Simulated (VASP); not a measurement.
Here is a VASP 6.6.1 calculation.

The input INCAR:

```
SYSTEM = ZnS
  PREC = Accurate
  ENCUT = 520
  EDIFF = 1E-6
  ISMEAR = 0
  SIGMA = 0.01
  LREAL = .FALSE.
  LASPH = .TRUE.
  NELM = 60
  ALGO = Normal
  ISIF = 2
  LWAVE = .FALSE.
  LCHARG = .TRUE.
  GGA = RP
  LELF = .TRUE.
  LVHAR = .TRUE.
  NBANDS = 26
```

KPOINTS

```
Automatic mesh
0
G
  6 6 3
  0 0 0
```

File POSCAR:

```
ZnS
1.0
    3.8362391461      0.0000000000      0.0000000000
   -1.9181195731      3.3222807430      0.0000000000
    0.0000000000      0.0000000000      6.2752859714
Zn S
2 2
Direct
    0.3333333333      0.6666666667      0.0000000000
    0.6666666667      0.3333333333      0.5000000000
    0.3333333333      0.6666666667      0.3850000000
    0.6666666667      0.3333333333      0.8850000000
```

Potentials or basis: VASP PAW PBE potentials, release 64 (Zn, S).

The run is started by

```sh
$ cat potpaw_PBE.64/Zn/POTCAR potpaw_PBE.64/S/POTCAR > POTCAR
$ mpirun -np 1 vasp_std > vasp.out
```

Task: What does it give for the pressure?

Result: 3.5 GPa.

Task: Predict the largest force.

Result: 0.306 eV/Å.

Task: Predict the band gap on the k mesh.

Result: 2.33 eV, direct.

Stress tensor (GPa, compression positive):
```
4.16 0.00 0.00
0.00 4.16 0.00
0.00 0.00 2.21
```

Caveat: the PAW data sets were made with another functional, which shifts forces and pressure a little. As with any semilocal functional, this RPBE gap is likely too small.
